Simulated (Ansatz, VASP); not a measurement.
**One calculation of W, two programs**

```
CELL_PARAMETERS angstrom
0.00000 2.07567 2.07567
2.03000 0.04568 2.03000
2.03000 2.03000 0.04568
ATOMIC_POSITIONS crystal
W 0.00000 0.00000 0.00000
```

Change from the starting cell: strain +0.0450 x Voigt [0, 0, 0, 1, 0, 0], atoms carried along.

Alike in both runs: task single point; functional PBEsol; k mesh 20 × 20 × 20; occupations gaussian, width 0.15 eV; no spin polarisation.

|  | VASP | Ansatz |
| --- | --- | --- |
| version | VASP 6.6.1 | Ansatz 0.2.0 |
| potentials or method | VASP PAW PBE potentials, release 64 (W_sv), cutoff 520 eV | scalar-relativistic, plane waves, PAW |
| valence electrons in the cell | 14 | 14 |

|  | VASP | Ansatz | Ansatz less VASP |
| --- | --- | --- | --- |
| gap on the k mesh at the Fermi level (eV) | none | none | - |
| pressure (GPa) | -11.7 | -12.2 | -0.47 |
| traceless stress, the component that is largest in VASP (GPa) | 4.28 | 4.26 | -0.021 |

VASP's potentials were made for PBE, not for PBEsol. A gap of «none» marks a metal or a gap that the smearing closes.

Spin-orbit coupling is off throughout.
